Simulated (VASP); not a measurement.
Input of a VASP 6.6.1 run:

POSCAR

```
AlN
1.0
    3.1067327938      0.0000000000      0.0000000000
    0.0000000000      4.9786050945      0.0000000000
    0.0000000000      0.0000000000     19.5873000000
Al N
4 4
Direct
    0.0000000000      0.0810684405      0.4242952468
    0.5000000000      0.5559664677      0.4459777222
    0.5000000000      0.0559664338      0.5540222971
    0.0000000000      0.5810683619      0.5757047541
    0.0000000000      0.4316857794      0.4112582891
    0.5000000000      0.9312794311      0.4533867946
    0.5000000000      0.4312793913      0.5466131791
    0.0000000000      0.9316856942      0.5887417170
```

The input INCAR.step1:

```
SYSTEM = AlN
PREC = Accurate ; ENCUT = 520
ISMEAR = -1 ; SIGMA = 0.02
LREAL = .False. ; LASPH = .True.
NELM = 80 ; LDIPOL = .True.
IDIPOL = 3 ; DIPOL = 0.5 0.5 0.500
NBANDS = 26 ; GGA = PE
ALGO = Normal ; EDIFF = 1E-4
LWAVE = .True. ; LCHARG = .False.
```

INCAR.step2

```
SYSTEM = AlN
PREC = Accurate ; ENCUT = 520
EDIFF = 1E-7 ; ISMEAR = -1
SIGMA = 0.02 ; LREAL = .False.
LASPH = .True. ; NELM = 80
ALGO = Normal ; ISIF = 2
LWAVE = .False. ; LCHARG = .False.
LDIPOL = .True. ; IDIPOL = 3
DIPOL = 0.5 0.5 0.500 ; METAGGA = R2SCAN
LMIXTAU = .True. ; NBANDS = 26
ISTART = 1
```

KPOINTS

```
Automatic mesh
0
Gamma
  10 6 1
  0 0 0
```

Potentials or basis: VASP PAW PBE potentials, release 64 (Al, N).

Launch:

```bash
$ cat potpaw_PBE.64/Al/POTCAR potpaw_PBE.64/N/POTCAR > POTCAR
$ cp INCAR.step1 INCAR
$ mpirun -np 1 vasp_std > vasp.out
$ cp INCAR.step2 INCAR
$ mpirun -np 1 vasp_std > vasp.out
```

What does it give for the largest force?

0.033 eV/Å.

Estimate the band gap on the k mesh.

3.06 eV (least direct gap 3.15 eV).

Forces in eV/Å, atoms in the order of the input:
```
Al   0.000 -0.024  0.022
Al   0.000  0.013  0.025
Al   0.000  0.013 -0.025
Al   0.000 -0.024 -0.022
N    0.000  0.022 -0.009
N    0.000 -0.010  0.007
N    0.000 -0.010 -0.007
N    0.000  0.022  0.009
```

Caveat: the PAW data sets were made with another functional, which shifts forces and pressure a little.
